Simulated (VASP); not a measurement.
Runs of VASP 6.6.1 on Ca. The structure is that of space group I4/mmm (No. 139), or close to it. The cells are those of the table. 

```csv
cell,further INCAR settings,gap on the mesh (eV),pressure (GPa)
"a = 3.904, b = 3.904, c = 4.063 Å, angles 58.6, 58.6, 62.7°, 1 atom",ALGO = Fast; EDIFF = 1e-07; NBANDS = 11,none,-0.5
"a = 3.847, b = 3.847, c = 4.562 Å, angles 53.6, 53.6, 72.7°, 1 atom",ALGO = Fast; EDIFF = 1e-06; NBANDS = 11,none,-0.6
"a = 4.199, b = 4.199, c = 3.621 Å, angles 64.5, 64.5, 51.1°, 1 atom",ALGO = Fast; EDIFF = 1e-07; NBANDS = 11,none,-0.5
"a = 3.926, b = 3.926, c = 4.006 Å, angles 59.3, 59.3, 61.3°, 1 atom",ALGO = Fast; EDIFF = 1e-06; NBANDS = 11,none,-0.6
"a = 4.311, b = 4.311, c = 3.521 Å, angles 65.9, 65.9, 48.2°, 1 atom",ALGO = Fast; EDIFF = 1e-06; NBANDS = 11,none,-0.4
"a = 3.871, b = 3.871, c = 4.172 Å, angles 57.4, 57.4, 65.2°, 1 atom",ALGO = Fast; EDIFF = 1e-06; NBANDS = 11,none,-0.6
"a = 3.850, b = 3.850, c = 4.293 Å, angles 56.1, 56.1, 67.8°, 1 atom",ALGO = Fast; EDIFF = 1e-06; NBANDS = 11,none,-0.6
"a = 4.024, b = 4.024, c = 3.828 Å, angles 61.6, 61.6, 56.8°, 1 atom",ALGO = Fast; EDIFF = 1e-06; NBANDS = 11,none,-0.6
"a = 4.401, b = 4.401, c = 3.452 Å, angles 66.9, 66.9, 46.2°, 1 atom",ALGO = Fast; EDIFF = 1e-07; NBANDS = 11,none,(a)
"a = 4.107, b = 4.107, c = 3.719 Å, angles 63.1, 63.1, 53.8°, 1 atom",ALGO = Fast; EDIFF = 1e-06; NBANDS = 11,none,-0.5
```

Alike in all rows: task single point; level PBE; potentials or basis VASP PAW PBE potentials, release 64 (Ca_sv); no spin polarisation; k mesh 16 × 16 × 16; cutoff (eV) 520; smearing gaussian 0.15 eV.

Problem. Estimate the missing entries.

Solution. (a) -0.2.

A gap of «none» marks levels without a gap at the run's occupations.
